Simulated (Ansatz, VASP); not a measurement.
**Cd: VASP beside Ansatz**

```
CELL_PARAMETERS angstrom
1.65966 0.95820 2.41385
-1.65966 0.95820 2.41385
0.00000 -1.91641 2.41385
ATOMIC_POSITIONS crystal
Cd 0.00000 0.00000 0.00000
```

Alike in both runs: functional PBE; k mesh 21 × 21 × 21; occupations gaussian, width 0.1 eV; no spin polarisation.

Ansatz relaxed the structure, and its values are those at the end. VASP's run is a single point on that final structure, the one shown.

|  | VASP | Ansatz |
| --- | --- | --- |
| version | VASP 6.6.1 | Ansatz 0.2.0 |
| potentials or method | VASP PAW PBE potentials, release 64 (Cd), cutoff 520 eV | scalar-relativistic, plane waves, PAW |
| valence electrons in the cell | 12 | 20 |

|  | VASP | Ansatz | Ansatz less VASP |
| --- | --- | --- | --- |
| gap on the k mesh at the Fermi level (eV) | none | none | - |
| pressure (GPa) | 0.3 | 0.0 | -0.30 |

A gap of «none» marks a metal or a gap that the smearing closes. VASP's potentials hold 12 valence electrons a cell and Ansatz's 20, so a difference there can come from the potentials and not from the codes.
